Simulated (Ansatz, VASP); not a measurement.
One calculation of AgCl, two programs

```
Ag Cl
1.0
     3.39559    0.00000    0.00000
     0.00000    3.39559    0.00000
     0.00000    0.00000    3.39559
Ag Cl
1 1
Cartesian
  0.0000 0.0000 0.0000
  1.6978 1.6978 1.6978
```

Alike in both runs: task single point; functional r2SCAN50; k mesh 4 × 4 × 4; no spin polarisation.

|  | VASP | Ansatz |
| --- | --- | --- |
| version | VASP 6.6.1 | Ansatz 0.2.0 |
| potentials or method | VASP PAW PBE potentials, release 64 (Ag, Cl) | plane waves |
| plane-wave cutoff (eV) | 520 | 500 |
| occupations | gaussian, width 0.01 eV | fixed |
| valence electrons in the cell | 18 | 26 |

VASP gave:

* gap on the k mesh at the Fermi level (eV): 5.18
* pressure (GPa): 0.2

Q: Estimate Ansatz's values.

A: gap on the k mesh at the Fermi level (eV): 5.18; pressure (GPa): 0.6.

VASP's potentials were made for PBE, not for r2SCAN50. VASP's potentials hold 18 valence electrons a cell and Ansatz's 26, so a difference there can come from the potentials and not from the codes. Ansatz's warnings: stress exchange threshold loose, stress scf threshold loose.

The k mesh is coarse, so the values compare programs but aren't converged.
